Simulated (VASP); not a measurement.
TiAl3, 4 atoms in the cell. Symmetry: I4/mmm, No. 139, tetragonal system. The conventional cell has a = 3.849 Å, b = 3.849 Å, c = 8.622 Å, α = 90.00°, β = 90.00°, γ = 90.00°. Within 3.6 Å of Ti (site symmetry 4/mmm) lie 12 Al at 2.72 to 2.89 Å. Al (site symmetry -4m2) has 8 Al at 2.72 to 2.89 Å and 4 Ti at 2.89 Å within 3.6 Å. Al (site symmetry 4/mmm) has 4 Ti at 2.72 Å and 8 Al at 2.89 Å within 3.6 Å. 

- Program: VASP 6.6.1
- Task: single point
- Functional: PBE
- Potentials or basis: VASP PAW PBE potentials, release 64 (Ti_sv, Al)
- Cutoff: 520 eV
- k mesh: 6 × 6 × 6
- Occupations: gaussian, width 0.1 eV
- Spin: collinear spin, ferromagnetic start
- Starting moments: [1.0, 0.0, 0.0, 0.0] μB
- Dipole correction: no
- Further INCAR settings: ALGO = Normal; EDIFF = 1e-06; NBANDS = 22

Potentials or basis: VASP PAW PBE potentials, release 64 (Ti_sv, Al).

Run with:

```sh
$ cat potpaw_PBE.64/Ti_sv/POTCAR potpaw_PBE.64/Al/POTCAR > POTCAR
$ mpirun -np 1 vasp_std > vasp.out
```

Hardware: 1 thread of Intel(R) Xeon(R) Platinum 8375C CPU @ 2.90GHz (Ice Lake), with other jobs on the host.

Estimate the wall time of this run.

Run time: 120 s on 1 thread of Intel(R) Xeon(R) Platinum 8375C CPU @ 2.90GHz (Ice Lake) (shared host), peak memory 0.3 GiB. Counts: scf iterations 14, k points 30.
